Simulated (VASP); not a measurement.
# ZnS (I-4m2) in VASP: a series of runs

The runs below take ZnS through single point, with PBEsol.

Everything below comes from runs of VASP 6.6.1. Logs are shortened: lines on timing, memory, paths and dates and some standing lists are left out, and cuts for length are marked.

**1. The cell of the first run**

Symmetry: I-4m2, No. 119, tetragonal system. Conventional cell: a = 3.825 Å, b = 3.825 Å, c = 5.572 Å, α = 90.00°, β = 90.00°, γ = 90.00°. Zn (site symmetry -4m2) has 4 S at 2.37 Å within 3.1 Å. S (site symmetry -4m2) has 4 Zn at 2.37 Å within 3.1 Å.

**2. Single point, PBEsol (zz strain of +3 %)**

Contents of INCAR:

```
SYSTEM = ZnS
  PREC = Accurate
  ENCUT = 520
  EDIFF = 1E-6
  ISMEAR = -1
  SIGMA = 0.01
  LREAL = .False.
  LASPH = .True.
  NELM = 100
  ALGO = Normal
  ISIF = 2
  LWAVE = .False.
  LCHARG = .True.
  GGA = PS
  LELF = .True.
  LVHAR = .True.
  NBANDS = 16
```

Contents of KPOINTS:

```
regular mesh
0
Gamma
  8 8 8
  0 0 0
```

Contents of POSCAR:

```
ZnS
1.0
    0.0000000000      2.7046500000      2.7857895000
    2.7046500000      0.0000000000      2.7857895000
    2.7046500000      2.7046500000      0.0000000000
Zn S
1 1
Direct
    0.0000000000      0.0000000000      0.0000000000
    0.7500000000      0.7500000000      0.7500000000
```

Potentials or basis: VASP PAW PBE potentials, release 64 (Zn, S).

The run is started by

```console
cat potpaw_PBE.64/Zn/POTCAR potpaw_PBE.64/S/POTCAR > POTCAR
mpirun -np 1 vasp_std > vasp.out
```

OUTCAR:

```text
SYSTEM = ZnS
   PREC = Accurate
   ENCUT = 520
   EDIFF = 1E-6
   ISMEAR = -1
   LREAL = .False.
   LASPH = .True.
   NELM = 100
   ISIF = 2
   GGA = PS

 ion  position               nearest neighbor table
   1  0.000  0.000  0.000-   2 2.37   2 2.37   2 2.37   2 2.37
   2  0.750  0.750  0.750-   1 2.37   1 2.37   1 2.37   1 2.37

  LATTYP: Found a body centered tetragonal cell.
 ALAT       =     3.8249527115
 C/A-ratio  =     1.4566399692

  Lattice vectors:

 A1 = (  -2.7046500000,   0.0000000000,   2.7857895000)
 A2 = (   2.7046500000,   0.0000000000,   2.7857895000)
 A3 = (   0.0000000000,   2.7046500000,  -2.7857895000)

Analysis of symmetry for initial positions (statically):
=====================================================================
 Subroutine PRICEL returns:
 Original cell was already a primitive cell.

 Routine SETGRP: Setting up the symmetry group for a
 body centered tetragonal supercell.

 Subroutine GETGRP returns: Found  8 space group operations
 (whereof  8 operations were pure point group operations)
 out of a pool of 16 trial point group operations.

The static configuration has the point symmetry D_2d.

Analysis of symmetry for dynamics (positions and initial velocities):
=====================================================================
 Subroutine PRICEL returns:
 Original cell was already a primitive cell.

 Routine SETGRP: Setting up the symmetry group for a
 body centered tetragonal supercell.

 Subroutine GETGRP returns: Found  8 space group operations
 (whereof  8 operations were pure point group operations)
 out of a pool of 16 trial point group operations.

The dynamic configuration has the point symmetry D_2d.

 Subroutine INISYM returns: Found  8 space group operations
 (whereof  8 operations are pure point group operations),
 and found     1 'primitive' translations

----------------------------------------------------------------------------------------

                                     Primitive cell

  volume of cell :      40.7568

  direct lattice vectors                    reciprocal lattice vectors
     0.000000000  2.704650000  2.785789500    -0.184866803  0.184866803  0.179482333
     2.704650000  0.000000000  2.785789500     0.184866803 -0.184866803  0.179482333
     2.704650000  2.704650000  0.000000000     0.184866803  0.184866803 -0.179482333

  length of vectors
     3.882750927  3.882750927  3.824952711     0.317120447  0.317120447  0.317120447

  position of ions in fractional coordinates (direct lattice)
     0.000000000  0.000000000  0.000000000
     0.750000000  0.750000000  0.750000000

  ion indices of the primitive-cell ions
   primitive index   ion index
                 1           1
                 2           2

----------------------------------------------------------------------------------------

 KPOINTS: regular mesh

Automatic generation of k-mesh.
 Grid dimensions read from file:
 generate k-points for:    8    8    8

 Generating k-lattice:

  Cartesian coordinates                     Fractional coordinates (reciprocal lattice)
    -0.023108350  0.023108350  0.022435292     0.125000000  0.000000000  0.000000000
     0.023108350 -0.023108350  0.022435292     0.000000000  0.125000000  0.000000000
     0.023108350  0.023108350 -0.022435292    -0.000000000 -0.000000000  0.125000000

  Length of vectors
     0.039640056  0.039640056  0.039640056

  Shift w.r.t. Gamma in fractional coordinates (k-lattice)
     0.000000000  0.000000000  0.000000000

 Subroutine IBZKPT returns following result:
 ===========================================

 Found     59 irreducible k-points:

 Following reciprocal coordinates:
            Coordinates               Weight
  0.000000  0.000000  0.000000      1.000000
  0.125000  0.000000  0.000000      8.000000
  0.250000  0.000000  0.000000      8.000000
  0.375000  0.000000  0.000000      8.000000
  0.500000  0.000000  0.000000      4.000000
  0.125000  0.125000  0.000000      2.000000
[... 16 lines left out ...]
  0.250000  0.000000  0.125000     16.000000
  0.375000  0.000000  0.125000     16.000000
 [... further k-points ...]
   k-points           NKPTS =     59   k-points in BZ     NKDIM =     59   number of bands    NBANDS=     16
   number of dos      NEDOS =    301   number of ions     NIONS =      2
   total plane-waves  NPLWV =  25200
   dimension x,y,z NGX =    30 NGY =   30 NGZ =   28
   dimension x,y,z NGXF=    60 NGYF=   60 NGZF=   56
   ions per type =               1   1
   NGX,Y,Z   is equivalent  to a cutoff of  12.84, 12.84, 12.17 a.u.
   NGXF,Y,Z  is equivalent  to a cutoff of  25.69, 25.69, 24.34 a.u.
 SYSTEM =  ZnS
   PREC   = accura    normal or accurate (medium, high low for compatibility)
   ISTART =      0    job   : 0-new  1-cont  2-samecut
   ICHARG =      2    charge: 1-file 2-atom 10-const
   ISPIN  =      1    spin polarized calculation?
   LNONCOLLINEAR =      F non collinear calculations
   LSORBIT =      F    spin-orbit coupling
   LASPH  =      T    aspherical Exc in radial PAW
   ENCUT  =  520.0 eV  38.22 Ry    6.18 a.u.   7.22  7.22  7.11*2*pi/ulx,y,z
   NELM   =    100;   NELMIN=  2; NELMDL= -5     # of ELM steps
   EDIFF  = 0.1E-05   stopping-criterion for ELM
   LREAL  =      F    real-space projection
   EDIFFG = 0.1E-04   stopping-criterion for IOM
   NSW    =      0    number of steps for IOM
   IBRION =     -1    ionic relax: 0-MD 1-quasi-New 2-CG
   NFREE  =      0    steps in history (QN), initial steepest desc. (CG)
   ISIF   =      2    stress and relaxation
   ISYM   =      2    0-nonsym 1-usesym 2-fastsym
   POTIM  = 0.5000    time-step for ionic-motion
   TEBEG  =    0.0;   TEEND  =   0.0 temperature during run
   PSTRESS=    0.0 pullay stress
   NELECT =      18.0000    total number of electrons
   NUPDOWN=      -1.0000    fix difference up-down
   EMIN   =  10.00;   EMAX   =-10.00  energy-range for DOS
   EFERMI =   0.00;   METHOD = LEGACY
   ISMEAR =    -1;   SIGMA  =   0.01  broadening in eV -4-tet -1-fermi 0-gaus
   EFERMI_NEDOS =   21; number of points for ismear=-14 and -15
   IALGO  =     38    algorithm
   IMIX   =      4    mixing-type and parameters
     AMIX     =   0.40;   BMIX     =  1.00
     AMIX_MAG =   1.60;   BMIX_MAG =  1.00
  volume/ion in A,a.u.               =      20.38       137.52
  Fermi-wavevector in a.u.,A,eV,Ry     =   1.246710  2.355941 21.147350  1.554286
  Thomas-Fermi vector in A             =   2.380875
   LORBIT       =      0    0 simple, 1 ext, 2 COOP (PROOUT), +10 PAW based schemes
   GGA     = PS    functional components
   LHFCALC =     F    Hartree Fock is set to
   AEXX    =    0.0000 exact exchange contribution
   IVDW    =     0    specifies the selected vdW correction
   LEPSILON=     F    determine dielectric tensor
   LRPA    =     F    only Hartree local field effects (RPA)
 non-spin polarized calculation
  energy-cutoff  :      520.00
  volume of cell :       40.76
 maximum number of plane-waves:      1108
 NGX is ok and might be reduce to    30
   NGX = 15   NGY = 15   NGZ = 15

 number of electron      18.0000000 magnetization

 Free energy of the ion-electron system (eV)
  ---------------------------------------------------
  ext. energy  EPLUGINS =         0.00000000
  ---------------------------------------------------
  free energy    TOTEN  =        -7.55697901 eV

  energy without entropy =       -7.55697901  energy(sigma->0) =       -7.55697901

 E-fermi :   2.0154     XC(G=0):  -9.6990

 val. band max:        1.7509383758   @ k =   0.0000   0.0000   0.0000
 cond. band min:       3.5510557444   @ k =   0.0000   0.0000   0.0000
 fundamental gap:      1.8001173686
 Fermi energy:         2.0153683231

 k-point     1 :       0.0000    0.0000    0.0000
  band No.  band energies     occupation
      1     -11.2146      2.00000
      2      -4.5401      2.00000
      3      -4.5227      2.00000
      4      -4.5227      2.00000
      5      -4.0721      2.00000
      6      -4.0643      2.00000
[... 8 lines left out ...]
     15      13.2596      0.00000
     16      13.6577      0.00000

 k-point     2 :       0.1250    0.0000    0.0000
  band No.  band energies     occupation
      1     -11.1025      2.00000
      2      -4.5307      2.00000
      3      -4.5111      2.00000
      4      -4.5026      2.00000
      5      -4.0727      2.00000
      6      -4.0668      2.00000
[... 8 lines left out ...]
     15      12.9875      0.00000
     16      13.9949      0.00000

 k-point     3 :       0.2500    0.0000    0.0000
  band No.  band energies     occupation
      1     -10.8102      2.00000
      2      -4.4853      2.00000
      3      -4.4671      2.00000
      4      -4.4580      2.00000
      5      -4.0667      2.00000
      6      -4.0666      2.00000
[... 8 lines left out ...]
     15      12.6615      0.00000
     16      13.6354      0.00000

 k-point     4 :       0.3750    0.0000    0.0000
  band No.  band energies     occupation
      1     -10.4794      2.00000
      2      -4.4432      2.00000
      3      -4.4219      2.00000
      4      -4.2664      2.00000
      5      -4.0548      2.00000
      6      -4.0468      2.00000
[... 8 lines left out ...]
     15      13.6303      0.00000
     16      13.7658      0.00000

 k-point     5 :       0.5000    0.0000    0.0000
  band No.  band energies     occupation
      1     -10.3278      2.00000
      2      -4.4332      2.00000
      3      -4.4103      2.00000
      4      -4.0455      2.00000
      5      -4.0370      2.00000
      6      -3.8772      2.00000
[... 8 lines left out ...]
     15      14.9069      0.00000
     16      15.1055      0.00000

 k-point     6 :       0.1250    0.1250    0.0000
  band No.  band energies     occupation
      1     -11.0703      2.00000
      2      -4.5557      2.00000
      3      -4.4855      2.00000
      4      -4.4855      2.00000
      5      -4.0881      2.00000
      6      -4.0552      2.00000
[... 8 lines left out ...]
     15      13.8468      0.00000
     16      14.3889      0.00000

 k-point     7 :       0.2500    0.1250    0.0000
  band No.  band energies     occupation
      1     -10.8412      2.00000
      2      -4.5423      2.00000
      3      -4.4405      2.00000
      4      -4.4390      2.00000
      5      -4.0951      2.00000
      6      -4.0478      2.00000
[... 8 lines left out ...]
     15      13.7096      0.00000
     16      15.1003      0.00000

 k-point     8 :       0.3750    0.1250    0.0000
  band No.  band energies     occupation
      1     -10.5189      2.00000
      2      -4.4675      2.00000
      3      -4.3969      2.00000
      4      -4.3394      2.00000
      5      -4.0710      2.00000
      6      -4.0404      2.00000
[... 8 lines left out ...]
     15      14.2882      0.00000
     16      14.4733      0.00000

 k-point     9 :       0.5000    0.1250    0.0000
  band No.  band energies     occupation
      1     -10.2946      2.00000
      2      -4.4333      2.00000
      3      -4.3817      2.00000
      4      -4.1012      2.00000
      5      -4.0423      2.00000
      6      -3.9233      2.00000
[... 8 lines left out ...]
     15      14.8052      0.00000
     16      14.9545      0.00000
[... 172 lines left out ...]
 k-point    19 :       0.5000    0.3750    0.0000
  band No.  band energies     occupation
      1     -10.1089      2.00000
      2      -4.5089      2.00000
      3      -4.2360      2.00000
      4      -4.2180      2.00000
      5      -4.0138      2.00000
      6      -3.9090      2.00000
[... 8 lines left out ...]
     15      15.3686      0.00000
     16      16.2776      0.00000

 k-point    20 :      -0.3750    0.3750    0.0000
  band No.  band energies     occupation
      1     -10.0721      2.00000
      2      -4.4487      2.00000
      3      -4.2603      2.00000
      4      -4.1555      2.00000
      5      -4.0391      2.00000
      6      -3.7586      2.00000
[... 8 lines left out ...]
     15      14.1394      0.00000
     16      17.0782      0.00000

 k-point    21 :       0.5000    0.5000    0.0000
  band No.  band energies     occupation
      1     -10.0643      2.00000
      2      -4.5426      2.00000
      3      -4.2064      2.00000
      4      -4.2064      2.00000
      5      -4.0019      2.00000
      6      -3.8941      2.00000
[... 8 lines left out ...]
     15      15.4812      0.00000
     16      16.1263      0.00000

 k-point    22 :       0.1250    0.0000    0.1250
  band No.  band energies     occupation
      1     -11.0625      2.00000
      2      -4.5409      2.00000
      3      -4.5047      2.00000
      4      -4.4858      2.00000
      5      -4.0812      2.00000
      6      -4.0593      2.00000
[... 8 lines left out ...]
     15      13.4528      0.00000
     16      14.5323      0.00000

 k-point    23 :       0.2500    0.0000    0.1250
  band No.  band energies     occupation
      1     -10.8276      2.00000
      2      -4.5318      2.00000
      3      -4.4591      2.00000
      4      -4.4384      2.00000
      5      -4.0882      2.00000
      6      -4.0489      2.00000
[... 8 lines left out ...]
     15      13.4712      0.00000
     16      15.0735      0.00000

 k-point    24 :       0.3750    0.0000    0.1250
  band No.  band energies     occupation
      1     -10.5046      2.00000
      2      -4.4567      2.00000
      3      -4.4113      2.00000
      4      -4.3459      2.00000
      5      -4.0644      2.00000
      6      -4.0347      2.00000
[... 8 lines left out ...]
     15      14.2285      0.00000
     16      14.6045      0.00000

 [... further k-points ...]
[... 5 lines left out ...]
  --------------------------------------------------------------------------------------
  -------------------------------------------------------------------------------------
  Total       -0.8862846     -0.8862846     -1.2314802      0.0000000      0.0000000      0.0000000
  in kB      -34.8404160    -34.8404160    -48.4102768      0.0000000      0.0000000      0.0000000
  external PRESSURE =     -39.3637029 kB  Pullay stress =       0.0000000 kB

 VOLUME and BASIS-vectors are now :
 -----------------------------------------------------------------------------
  energy-cutoff  :      520.00
  volume of cell :       40.76
      direct lattice vectors                 reciprocal lattice vectors
     0.000000000  2.704650000  2.785789500    -0.184866803  0.184866803  0.179482333
     2.704650000  0.000000000  2.785789500     0.184866803 -0.184866803  0.179482333
     2.704650000  2.704650000  0.000000000     0.184866803  0.184866803 -0.179482333

 POSITION                                       TOTAL-FORCE (eV/Angst)
 -----------------------------------------------------------------------------------
      0.00000      0.00000      0.00000        -0.000000     -0.000000      0.000000
      4.05697      4.05697      4.17868         0.000000      0.000000     -0.000000
 -----------------------------------------------------------------------------------
    total drift:                               -0.000002     -0.000002     -0.000014

  FREE ENERGIE OF THE ION-ELECTRON SYSTEM (eV)
  ---------------------------------------------------
  free  energy   TOTEN  =        -7.5569790146 eV

  energy  without entropy=       -7.5569790146  energy(sigma->0) =       -7.55697901
```

Wall time 38 s (1 thread of Intel Xeon 6975P-C, shared host); peak memory 0.18 GiB.

What came out:

```yaml
Free_energy: -7.5570 eV
Pressure: -3.9 GPa
Band_gap_on_the_k_mesh: 1.80 eV, direct
```

Caveat: the cell differs from its parent crystal (zz strain of +3 %); the PAW data sets were made with another functional, which shifts forces and pressure a little.

**3. Single point, PBEsol (equal xx and yy strain of +1 %)**

Contents of INCAR:

```
ALGO = Normal
EDIFF = 1E-7
ENCUT = 520
GGA = PS
ISIF = 2
ISMEAR = -1
LASPH = T
LCHARG = T
LELF = T
LREAL = F
LVHAR = T
LWAVE = F
NBANDS = 16
NELM = 100
PREC = Accurate
SIGMA = 0.01
```

Contents of KPOINTS:

```
k-points
0
Gamma
  8 8 8
```

Contents of POSCAR:

```
ZnS
1.0
    0.0000000000      2.7316965000      2.7046500000
    2.7316965000      0.0000000000      2.7046500000
    2.7316965000      2.7316965000      0.0000000000
Zn S
1 1
Direct
    0.0000000000      0.0000000000      0.0000000000
    0.7500000000      0.7500000000      0.7500000000
```

Potentials or basis: VASP PAW PBE potentials, release 64 (Zn, S).

The run is started by

```console
cat potpaw_PBE.64/Zn/POTCAR potpaw_PBE.64/S/POTCAR > POTCAR
mpirun -np 1 vasp_std > vasp.out
```

It took 46 s on 1 thread of Intel Xeon 6975P-C, shared host; peak memory 0.19 GiB.

The run converged. Its results:

```
Free energy            : -7.5688 eV
Pressure               : -3.3 GPa
Band gap on the k mesh : 1.86 eV, direct
```

Stress tensor (GPa, compression positive):
```
-3.45  0.00  0.00
 0.00 -3.45  0.00
 0.00  0.00 -3.02
```

Levels at points of the mesh, in eV from the valence-band top:
```tsv
k point	band 5	band 6	band 7	band 8	band 9	band 10	band 11	band 12	band 13	band 14
(0.00, 0.00, 0.00)	-5.83	-5.83	-0.03	-0.03	0.00	1.86	6.30	6.30	6.30	11.49
(0.50, 0.00, 0.00)	-5.80	-5.64	-5.24	-0.89	-0.84	3.13	6.78	6.87	8.59	11.83
(0.50, 0.50, 0.00)	-5.76	-5.61	-4.50	-2.22	-2.22	3.24	3.88	10.72	11.69	11.69
(0.50, 0.00, 0.50)	-5.76	-5.63	-4.56	-2.18	-2.16	3.28	3.98	10.61	11.66	11.75
```

Caveat: the cell differs from its parent crystal (equal xx and yy strain of +1 %); the PAW data sets were made with another functional, which shifts forces and pressure a little.
